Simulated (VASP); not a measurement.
The system is InGa3P4.

```
In Ga P
1.0
     5.62090    0.00000    0.00000
     0.00000    5.62090    0.00000
     0.00000    0.00000    5.62090
In Ga P
1 3 4
Cartesian
  2.8104 2.8104 2.8104
  0.0000 0.0000 2.8104
  0.0000 2.8104 0.0000
  2.8104 0.0000 0.0000
  4.2720 4.2720 4.2720
  4.2720 1.3489 1.3489
  1.3489 4.2720 1.3489
  1.3489 1.3489 4.2720
```

Base run:

| Property | Result |
| --- | --- |
| Program | VASP 6.6.1 |
| Functional | r2SCAN |
| Potentials or basis | VASP PAW PBE potentials, release 64 (In_d, Ga_d, P) |
| Cutoff | 520 eV |
| k mesh | 6 × 6 × 6 |
| Occupations | gaussian, width 0.02 eV |
| Spin | no spin polarisation |

Its results: band gap on the k mesh 1.45 eV, direct; pressure -2.3 GPa; largest force 0.009 eV/Å.

Question: The run is repeated on the same cell with these changes: functional from r2SCAN to PBE; further incar settings from ALGO = Normal; EDIFF = 1e-06; NBANDS = 46 to ALGO = Normal; EDIFF = 1e-07; NBANDS = 46. What comes out?

Answer: Band gap on the k mesh 1.04 eV, direct; pressure 0.0 GPa; largest force 0.006 eV/Å.

Caveats: spin-orbit coupling is left out, which moves the levels of the heavy elements; the PAW data sets were made with another functional, which shifts forces and pressure a little (some runs).

A k mesh can miss the band edges.
